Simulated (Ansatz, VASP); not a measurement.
**CaSb3: VASP beside Ansatz**

INCAR

```
PREC = Accurate ; ENCUT = 600
EDIFF = 1E-7 ; ISMEAR = 0
SIGMA = 0.1 ; LREAL = F
LASPH = T ; NELM = 100
ALGO = Normal ; ISIF = 3
LWAVE = F ; LCHARG = F
GGA = PE ; IBRION = 2
NSW = 90 ; EDIFFG = -0.04
```

KPOINTS

```
Automatic mesh
0
Gamma
  3 3 6
```

File POSCAR:

```
CaSb3
1.0
    6.2512632546      0.0000000000      0.0000000000
   -3.1256316273      5.4137527843      0.0000000000
    0.0000000000      0.0000000000      3.4994728456
Ca Sb
1 3
Direct
    0.0000000000      0.0000000000      0.0000000000
    0.5000000000      0.0000000000      0.5000000000
    0.0000000000      0.5000000000      0.5000000000
    0.5000000000      0.5000000000      0.5000000000
```

Input for Ansatz:

```yaml
crystal:
  lattice:
    - [6.2512632546, 0.0, 0.0]
    - [-3.1256316273, 5.4137527843, 0.0]
    - [0.0, 0.0, 3.4994728456]
  atoms:
    - { symbol: Ca, position: [0.0, 0.0, 0.0] }
    - { symbol: Sb, position: [0.5, 0.0, 0.5] }
    - { symbol: Sb, position: [0.0, 0.5, 0.5] }
    - { symbol: Sb, position: [0.5, 0.5, 0.5] }
basis:
  ecutwfc: 420
kpoints:
  mp_grid: { grid: [3, 3, 6] }
hamiltonian:
  xc: pbe
scf:
  occupations: { method: gaussian, width: 0.1 }
  lower_state_search: "off"
output:
  forces: true
  stress: true
  eigenvalues: true
relax:
  adjacent_minimum: "off"
  f_tol: 0.04
  max_steps: 70
  cell: { stress_tol: 0.4 }
```

Alike in both runs: task relaxation of cell and atoms; functional PBE; k mesh 3 × 3 × 6; occupations gaussian, width 0.1 eV; no spin polarisation.

```csv
,VASP,Ansatz
version,VASP 6.6.1,Ansatz 0.2.0
potentials or method,"VASP PAW PBE potentials, release 64 (Ca_sv, Sb), cutoff 600 eV","scalar-relativistic, plane waves, PAW"
valence electrons in the cell,25,55
```

|  | VASP | Ansatz | Ansatz less VASP |
| --- | --- | --- | --- |
| gap on the k mesh at the Fermi level, each at its own relaxed structure (eV) | none | none | - |
| relaxed volume (Å³/atom) | 28.76 | 28.81 | +0.047 |
| relaxed length of the cell vector where the two differ most in proportion (Å) | 6.303 | 6.308 | +0.0045 |

A gap of «none» marks a metal or a gap that the smearing closes. VASP's potentials hold 25 valence electrons a cell and Ansatz's 55, so a difference there can come from the potentials and not from the codes.

The k mesh is coarse, so the values compare programs but aren't converged. Spin-orbit coupling is off throughout.
